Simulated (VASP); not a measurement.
Input of a VASP 6.6.1 run:

The input INCAR:

```
PREC = Accurate ; ENCUT = 520
EDIFF = 1E-6 ; ISMEAR = 0
SIGMA = 0.15 ; LREAL = False
LASPH = True ; NELM = 150
ALGO = Normal ; ISIF = 2
LWAVE = False ; LCHARG = False
ISPIN = 2 ; MAGMOM = 2.2 2.2
LORBIT = 11 ; NUPDOWN = 4.4
LMAXMIX = 4 ; GGA = PE
NBANDS = 20
```

Contents of KPOINTS:

```
regular mesh
0
Gamma
  24 24 12
```

Contents of POSCAR:

```
Co
1.0
    2.4932834166      0.0000000000      0.0000000000
   -1.2466417083      2.1592467776      0.0000000000
    0.0000000000      0.0000000000      4.0323930238
Co
2
Direct
    0.6666666667      0.3333333333      0.2500000000
    0.3333333333      0.6666666667      0.7500000000
```

Potentials or basis: VASP PAW PBE potentials, release 64 (Co).

Command:

```console
$ cat potpaw_PBE.64/Co/POTCAR > POTCAR
$ mpirun -np 1 vasp_std > vasp.out
```

Q: What does it give for the pressure?

A: 12.7 GPa.

Stress tensor (GPa, compression positive):
```
11.15  0.00  0.00
 0.00 11.15  0.00
 0.00  0.00 15.76
```

Caveat: the total moment is fixed, so each spin has its own Fermi level.
